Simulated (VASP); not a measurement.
N2: single point with PBE

The system is N2, in a box.

```
CELL_PARAMETERS angstrom
11.00000 0.00000 0.00000
0.00000 11.50000 0.00000
0.00000 0.00000 12.00000
ATOMIC_POSITIONS crystal
N 0.50000 0.50000 0.45408
N 0.50000 0.50000 0.54467
```

| Quantity | Value |
| --- | --- |
| Program | VASP 6.6.1 |
| Task | single point |
| Functional | PBE |
| Potentials or basis | VASP PAW PBE potentials, release 64 (N_h) |
| Cutoff | 1000 eV |
| k mesh | 1 × 1 × 1 |
| Occupations | gaussian, width 0.01 eV |
| Spin | no spin polarisation |

* Largest force: 2.363 eV/Å
* Gap between the frontier levels: 8.45 eV

Forces in eV/Å, atoms in the order of the input:
```
N    0.000  0.000 -2.363
N    0.000  0.000  2.363
```

Levels at points of the mesh, in eV from the valence-band top:
```csv
k point,band 2,band 3,band 4,band 5,band 6,band 7,band 8,band 9
"(0.00, 0.00, 0.00)",-3.16,-1.46,-1.46,0.00,8.45,8.45,10.00,10.99
```

Wall time 4.5 min on 1 thread of Intel(R) Xeon(R) Platinum 8375C CPU @ 2.90GHz (Ice Lake), on a shared host, peak memory 2.3 GiB.
